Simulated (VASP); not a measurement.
# Ca (Pm-3m) in VASP: a series of runs

Runs on Ca. Level: r2SCAN. Tasks: single point.

All numbers are computed with VASP 6.6.1; they aren't measurements. Logs are shortened: lines on timing, memory, paths and dates and some standing lists are left out, and cuts for length are marked.

**1. The cell of the first run**

Symmetry: Pm-3m, No. 221, cubic system. Conventional cell: a = 3.459 Å, b = 3.459 Å, c = 3.459 Å, α = 90.00°, β = 90.00°, γ = 90.00°. Ca (site symmetry m-3m) has 6 Ca at 3.46 Å within 4.5 Å.

This isn't the form of Ca at room conditions, which is fcc.

**2. Single point, r2SCAN (41.39 Å³/atom)**

The input, POSCAR:

```
Ca
1.0
    3.4591594273      0.0000000000      0.0000000000
    0.0000000000      3.4591594273      0.0000000000
    0.0000000000      0.0000000000      3.4591594273
Ca
1
Direct
    0.0000000000      0.0000000000      0.0000000000
```

The input, INCAR.step1:

```
SYSTEM = Ca
PREC = Accurate
ENCUT = 520
ISMEAR = -1
SIGMA = 0.1
LREAL = .False.
LASPH = .True.
NELM = 80
NBANDS = 11
GGA = PE
ALGO = Normal
EDIFF = 1E-4
LWAVE = .True.
LCHARG = .False.
```

The input, INCAR.step2:

```
SYSTEM = Ca
PREC = Accurate
ENCUT = 520
EDIFF = 1E-6
ISMEAR = -1
SIGMA = 0.1
LREAL = .False.
LASPH = .True.
NELM = 80
ALGO = Normal
ISIF = 2
LWAVE = .False.
LCHARG = .True.
METAGGA = R2SCAN
LMIXTAU = .True.
LELF = .True.
LVHAR = .True.
NBANDS = 11
ISTART = 1
```

The input, KPOINTS:

```
regular mesh
0
Gamma
  10 10 10
  0 0 0
```

Potentials or basis: VASP PAW PBE potentials, release 64 (Ca_sv).

Command:

```bash
> cat potpaw_PBE.64/Ca_sv/POTCAR > POTCAR
> cp INCAR.step1 INCAR
> mpirun -np 1 vasp_std > vasp.out
> cp INCAR.step2 INCAR
> mpirun -np 1 vasp_std > vasp.out
```

OUTCAR:

```text
SYSTEM = Ca
   PREC = Accurate
   ENCUT = 520
   EDIFF = 1E-6
   ISMEAR = -1
   LREAL = .False.
   LASPH = .True.
   NELM = 80
   ISIF = 2
   METAGGA = R2SCAN
   ISTART = 1

 ion  position               nearest neighbor table
   1  0.000  0.000  0.000-

  LATTYP: Found a simple cubic cell.
 ALAT       =     3.4591594273

  Lattice vectors:

 A1 = (   3.4591594273,   0.0000000000,   0.0000000000)
 A2 = (   0.0000000000,   3.4591594273,   0.0000000000)
 A3 = (   0.0000000000,   0.0000000000,   3.4591594273)

Analysis of symmetry for initial positions (statically):
=====================================================================
 Subroutine PRICEL returns:
 Original cell was already a primitive cell.

 Routine SETGRP: Setting up the symmetry group for a
 simple cubic supercell.

 Subroutine GETGRP returns: Found 48 space group operations
 (whereof 48 operations were pure point group operations)
 out of a pool of 48 trial point group operations.

The static configuration has the point symmetry O_h .

Analysis of symmetry for dynamics (positions and initial velocities):
=====================================================================
 Subroutine PRICEL returns:
 Original cell was already a primitive cell.

 Routine SETGRP: Setting up the symmetry group for a
 simple cubic supercell.

 Subroutine GETGRP returns: Found 48 space group operations
 (whereof 48 operations were pure point group operations)
 out of a pool of 48 trial point group operations.

The dynamic configuration has the point symmetry O_h .

 Subroutine INISYM returns: Found 48 space group operations
 (whereof 48 operations are pure point group operations),
 and found     1 'primitive' translations

----------------------------------------------------------------------------------------

                                     Primitive cell

  volume of cell :      41.3916

  direct lattice vectors                    reciprocal lattice vectors
     3.459159427  0.000000000  0.000000000     0.289087572  0.000000000  0.000000000
     0.000000000  3.459159427  0.000000000     0.000000000  0.289087572  0.000000000
     0.000000000  0.000000000  3.459159427     0.000000000  0.000000000  0.289087572

  length of vectors
     3.459159427  3.459159427  3.459159427     0.289087572  0.289087572  0.289087572

  position of ions in fractional coordinates (direct lattice)
     0.000000000  0.000000000  0.000000000

  ion indices of the primitive-cell ions
   primitive index   ion index
                 1           1

----------------------------------------------------------------------------------------

 KPOINTS: regular mesh

Automatic generation of k-mesh.
 Grid dimensions read from file:
 generate k-points for:   10   10   10

 Generating k-lattice:

  Cartesian coordinates                     Fractional coordinates (reciprocal lattice)
     0.028908757  0.000000000  0.000000000     0.100000000  0.000000000  0.000000000
     0.000000000  0.028908757  0.000000000     0.000000000  0.100000000  0.000000000
     0.000000000  0.000000000  0.028908757     0.000000000  0.000000000  0.100000000

  Length of vectors
     0.028908757  0.028908757  0.028908757

  Shift w.r.t. Gamma in fractional coordinates (k-lattice)
     0.000000000  0.000000000  0.000000000

 Subroutine IBZKPT returns following result:
 ===========================================

 Found     56 irreducible k-points:

 Following reciprocal coordinates:
            Coordinates               Weight
  0.000000  0.000000  0.000000      1.000000
  0.100000  0.000000  0.000000      6.000000
  0.200000  0.000000  0.000000      6.000000
  0.300000  0.000000  0.000000      6.000000
  0.400000  0.000000  0.000000      6.000000
  0.500000  0.000000  0.000000      3.000000
[... 16 lines left out ...]
  0.200000  0.100000  0.100000     24.000000
  0.300000  0.100000  0.100000     24.000000
 [... further k-points ...]
   k-points           NKPTS =     56   k-points in BZ     NKDIM =     56   number of bands    NBANDS=     11
   number of dos      NEDOS =    301   number of ions     NIONS =      1
   total plane-waves  NPLWV =  21952
   dimension x,y,z NGX =    28 NGY =   28 NGZ =   28
   dimension x,y,z NGXF=    56 NGYF=   56 NGZF=   56
   ions per type =               1
   NGX,Y,Z   is equivalent  to a cutoff of  13.46, 13.46, 13.46 a.u.
   NGXF,Y,Z  is equivalent  to a cutoff of  26.91, 26.91, 26.91 a.u.
 SYSTEM =  Ca
   PREC   = accura    normal or accurate (medium, high low for compatibility)
   ISTART =      1    job   : 0-new  1-cont  2-samecut
   ICHARG =      0    charge: 1-file 2-atom 10-const
   ISPIN  =      1    spin polarized calculation?
   LNONCOLLINEAR =      F non collinear calculations
   LSORBIT =      F    spin-orbit coupling
   LASPH  =      T    aspherical Exc in radial PAW
   ENCUT  =  520.0 eV  38.22 Ry    6.18 a.u.   6.43  6.43  6.43*2*pi/ulx,y,z
   NELM   =     80;   NELMIN=  2; NELMDL=  0     # of ELM steps
   EDIFF  = 0.1E-05   stopping-criterion for ELM
   LREAL  =      F    real-space projection
   EDIFFG = 0.1E-04   stopping-criterion for IOM
   NSW    =      0    number of steps for IOM
   IBRION =     -1    ionic relax: 0-MD 1-quasi-New 2-CG
   NFREE  =      0    steps in history (QN), initial steepest desc. (CG)
   ISIF   =      2    stress and relaxation
   ISYM   =      2    0-nonsym 1-usesym 2-fastsym
   POTIM  = 0.5000    time-step for ionic-motion
   TEBEG  =    0.0;   TEEND  =   0.0 temperature during run
   PSTRESS=    0.0 pullay stress
   NELECT =      10.0000    total number of electrons
   NUPDOWN=      -1.0000    fix difference up-down
   EMIN   =  10.00;   EMAX   =-10.00  energy-range for DOS
   EFERMI =   0.00;   METHOD = LEGACY
   ISMEAR =    -1;   SIGMA  =   0.10  broadening in eV -4-tet -1-fermi 0-gaus
   EFERMI_NEDOS =   21; number of points for ismear=-14 and -15
   IALGO  =     38    algorithm
   IMIX   =      4    mixing-type and parameters
     AMIX     =   0.40;   BMIX     =  1.00
     AMIX_MAG =   1.60;   BMIX_MAG =  1.00
  volume/ion in A,a.u.               =      41.39       279.32
  Fermi-wavevector in a.u.,A,eV,Ry     =   1.019618  1.926799 14.144907  1.039621
  Thomas-Fermi vector in A             =   2.153142
   LORBIT       =      0    0 simple, 1 ext, 2 COOP (PROOUT), +10 PAW based schemes
   METAGGA = R2SCAN    functional components
   LHFCALC =     F    Hartree Fock is set to
   AEXX    =    0.0000 exact exchange contribution
   IVDW    =     0    specifies the selected vdW correction
   LEPSILON=     F    determine dielectric tensor
   LRPA    =     F    only Hartree local field effects (RPA)
 non-spin polarized calculation
  energy-cutoff  :      520.00
  volume of cell :       41.39
 maximum number of plane-waves:      1141
 NGX is ok and might be reduce to    28
   NGX = 13   NGY = 13   NGZ = 13

 number of electron      10.0000001 magnetization

 Free energy of the ion-electron system (eV)
  ---------------------------------------------------
  ext. energy  EPLUGINS =         0.00000000
  ---------------------------------------------------
  free energy    TOTEN  =        -6.64378227 eV

  energy without entropy =       -6.62168970  energy(sigma->0) =       -6.63273598

 E-fermi :   2.0533     XC(G=0):  -8.2277

 val. band max:        2.0335849056   @ k =   0.4000   0.4000   0.3000
 cond. band min:       2.1812544512   @ k =   0.4000   0.0000   0.0000
 fundamental gap:      0.1476695456
 Fermi energy:         2.0533292403

 k-point     1 :       0.0000    0.0000    0.0000
  band No.  band energies     occupation
      1     -41.9392      2.00000
      2     -21.9369      2.00000
      3     -21.9369      2.00000
      4     -21.9369      2.00000
      5      -2.1249      2.00000
      6       3.1008      0.00006
      7       3.1008      0.00006
      8       6.6240      0.00000
      9       6.6240      0.00000
     10       6.6240      0.00000
     11      11.4325      0.00000

 k-point     2 :       0.1000    0.0000    0.0000
  band No.  band energies     occupation
      1     -41.9372      2.00000
      2     -21.9608      2.00000
      3     -21.9348      2.00000
      4     -21.9348      2.00000
      5      -1.9706      2.00000
      6       3.1406      0.00004
      7       3.1503      0.00003
      8       6.4503      0.00000
      9       6.4503      0.00000
     10       6.6355      0.00000
     11      10.4878      0.00000

 k-point     3 :       0.2000    0.0000    0.0000
  band No.  band energies     occupation
      1     -41.9317      2.00000
      2     -22.0229      2.00000
      3     -21.9293      2.00000
      4     -21.9293      2.00000
      5      -1.5216      2.00000
      6       3.1647      0.00003
      7       3.2851      0.00001
      8       6.0578      0.00000
      9       6.0578      0.00000
     10       6.6657      0.00000
     11       9.0748      0.00000

 k-point     4 :       0.3000    0.0000    0.0000
  band No.  band energies     occupation
      1     -41.9249      2.00000
      2     -22.0986      2.00000
      3     -21.9226      2.00000
      4     -21.9226      2.00000
      5      -0.8154      2.00000
      6       2.9043      0.00040
      7       3.4636      0.00000
      8       5.6541      0.00000
      9       5.6541      0.00000
     10       6.7034      0.00000
     11       8.1560      0.00000
[... 239 lines left out ...]
 k-point    22 :       0.1000    0.1000    0.1000
  band No.  band energies     occupation
      1     -41.9330      2.00000
      2     -21.9590      2.00000
      3     -21.9551      2.00000
      4     -21.9551      2.00000
      5      -1.6672      2.00000
      6       3.2467      0.00001
      7       3.2467      0.00001
      8       6.1727      0.00000
      9       6.3236      0.00000
     10       6.3236      0.00000
     11      10.9118      0.00000

 k-point    23 :       0.2000    0.1000    0.1000
  band No.  band energies     occupation
      1     -41.9276      2.00000
      2     -22.0180      2.00000
      3     -21.9518      2.00000
      4     -21.9494      2.00000
      5      -1.2288      2.00000
      6       3.3085      0.00001
      7       3.3853      0.00000
      8       5.7989      0.00000
      9       5.8865      0.00000
     10       6.3463      0.00000
     11       9.5343      0.00000

 k-point    24 :       0.3000    0.1000    0.1000
  band No.  band energies     occupation
      1     -41.9208      2.00000
      2     -22.0930      2.00000
      3     -21.9447      2.00000
      4     -21.9424      2.00000
      5      -0.5411      2.00000
      6       3.0609      0.00008
      7       3.5780      0.00000
      8       5.4271      0.00000
      9       5.5301      0.00000
     10       6.4010      0.00000
     11       8.4781      0.00000

 [... further k-points ...]

------------------------ aborting loop because EDIFF is reached ----------------------------------------

  FORCE on cell =-STRESS in cart. coord.  units (eV):
  Direction    XX          YY          ZZ          XY          YZ          ZX
  --------------------------------------------------------------------------------------
  -------------------------------------------------------------------------------------
  Total        0.1014978      0.1014978      0.1014978      0.0000000     -0.0000000     -0.0000000
  in kB        3.9287607      3.9287607      3.9287607      0.0000000     -0.0000000     -0.0000000
  external PRESSURE =       3.9287607 kB  Pullay stress =       0.0000000 kB

 VOLUME and BASIS-vectors are now :
 -----------------------------------------------------------------------------
  energy-cutoff  :      520.00
  volume of cell :       41.39
      direct lattice vectors                 reciprocal lattice vectors
     3.459159427  0.000000000  0.000000000     0.289087572  0.000000000  0.000000000
     0.000000000  3.459159427  0.000000000     0.000000000  0.289087572  0.000000000
     0.000000000  0.000000000  3.459159427     0.000000000  0.000000000  0.289087572

 POSITION                                       TOTAL-FORCE (eV/Angst)
 -----------------------------------------------------------------------------------
      0.00000      0.00000      0.00000         0.000000      0.000000      0.000000
 -----------------------------------------------------------------------------------
    total drift:                               -0.000000     -0.000000     -0.000000

  FREE ENERGIE OF THE ION-ELECTRON SYSTEM (eV)
  ---------------------------------------------------
  free  energy   TOTEN  =        -6.6437822692 eV

  energy  without entropy=       -6.6216896961  energy(sigma->0) =       -6.63273598
```

Wall time 45 s (1 thread of Intel Xeon 6975P-C (Granite Rapids), shared host); peak memory 0.17 GiB.

What came out:

| Quantity | Value |
| --- | --- |
| Free energy | -6.6438 eV |
| Pressure | 0.4 GPa |
| Band gap on the k mesh | zero (bands 5 and 6 overlap by 1.42 eV) |

Caveat: the PAW data sets were made with another functional, which shifts forces and pressure a little.

[end of part 1 of 2]
